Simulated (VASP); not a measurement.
Write the native input for VASP 6.6.1 that does the following.

* Task: single point
* Functional: r2SCAN
* Potentials or basis: VASP PAW PBE potentials, release 64 (Sn_d)
* Cutoff: 550 eV
* k mesh: 9 × 9 × 9
* Occupations: fermi-dirac, width 0.03 eV
* Spin: no spin polarisation
* Dipole correction: no
* Further INCAR settings: ALGO = Normal; EDIFF = 1e-06; NBANDS = 21

Sn:

```xyz
2
Lattice="0.0000 3.2456 3.2456 3.2456 0.0000 3.2456 3.2456 3.2456 0.0000" Properties=species:S:1:pos:R:3 pbc="T T T"
Sn    3.2456    3.2456    3.2456
Sn    4.8684    4.8684    4.8684
```

This isn't the form of Sn at room conditions, which is tetragonal (white tin).

One way to write it, as run:

POSCAR

```
Sn
1.0
    0.0000000000      3.2456000000      3.2456000000
    3.2456000000      0.0000000000      3.2456000000
    3.2456000000      3.2456000000      0.0000000000
Sn
2
Direct
    0.5000000000      0.5000000000      0.5000000000
    0.7500000000      0.7500000000      0.7500000000
```

INCAR.step1

```
SYSTEM = Sn
PREC = Accurate
ENCUT = 550
ISMEAR = -1
SIGMA = 0.03
LREAL = .FALSE.
LASPH = .TRUE.
NELM = 120
NBANDS = 21
GGA = PE
ALGO = Normal
EDIFF = 1E-5
LWAVE = .TRUE.
LCHARG = .FALSE.
GGA_COMPAT = .FALSE.
```

INCAR.step2

```
SYSTEM = Sn
PREC = Accurate
ENCUT = 550
EDIFF = 1E-6
ISMEAR = -1
SIGMA = 0.03
LREAL = .FALSE.
LASPH = .TRUE.
NELM = 120
ALGO = Normal
ISIF = 2
LWAVE = .FALSE.
LCHARG = .FALSE.
METAGGA = R2SCAN
LMIXTAU = .TRUE.
NBANDS = 21
ISTART = 1
GGA_COMPAT = .FALSE.
```

KPOINTS

```
regular mesh
0
G
  9 9 9
  0 0 0
```

Potentials or basis: VASP PAW PBE potentials, release 64 (Sn_d).

Command:

```console
$ cat potpaw_PBE.64/Sn_d/POTCAR > POTCAR
$ cp INCAR.step1 INCAR
$ mpirun -np 1 vasp_std > vasp.out
$ cp INCAR.step2 INCAR
$ mpirun -np 1 vasp_std > vasp.out
```

Results of the run:

```yaml
Pressure: 1.6 GPa
Band_gap_on_the_k_mesh: zero (filled and empty bands touch)
```

Caveat: the PAW data sets were made with another functional, which shifts forces and pressure a little; spin-orbit coupling is left out, which moves the levels of the heavy elements.

It took 4.3 min on 1 thread of Intel Xeon 8259CL, with other jobs on the host, peak memory 0.23 GiB.
